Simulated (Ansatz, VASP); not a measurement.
**Two plane-wave programs on RbBr**

```
CELL_PARAMETERS angstrom
0.00000 3.46083 3.46083
3.40891 0.00000 3.46083
3.40891 3.46083 0.00000
ATOMIC_POSITIONS crystal
Rb 0.00000 0.00000 0.00000
Br 0.50000 0.50000 0.50000
```

Change from the starting cell: uniaxial_x strain -1.5%.

Alike in both runs: task single point; functional r2SCAN; k mesh 6 × 6 × 6; no spin polarisation.

|  | VASP | Ansatz |
| --- | --- | --- |
| version | VASP 6.6.1 | Ansatz 0.2.0 |
| potentials or method | VASP PAW PBE potentials, release 64 (Rb_sv, Br) | plane waves, PAW |
| plane-wave cutoff (eV) | 520 | 500 |
| occupations | gaussian, width 0.01 eV | fixed |
| valence electrons in the cell | 16 | 16 |

|  | VASP | Ansatz | Ansatz less VASP |
| --- | --- | --- | --- |
| gap on the k mesh at the Fermi level (eV) | 4.92 | 4.92 | 0.000 |
| pressure (GPa) | 0.3 | 0.3 | -0.02 |
| traceless stress, the component that is largest in VASP (GPa) | 0.35 | 0.35 | -0.003 |

VASP's potentials were made for PBE, not for r2SCAN.
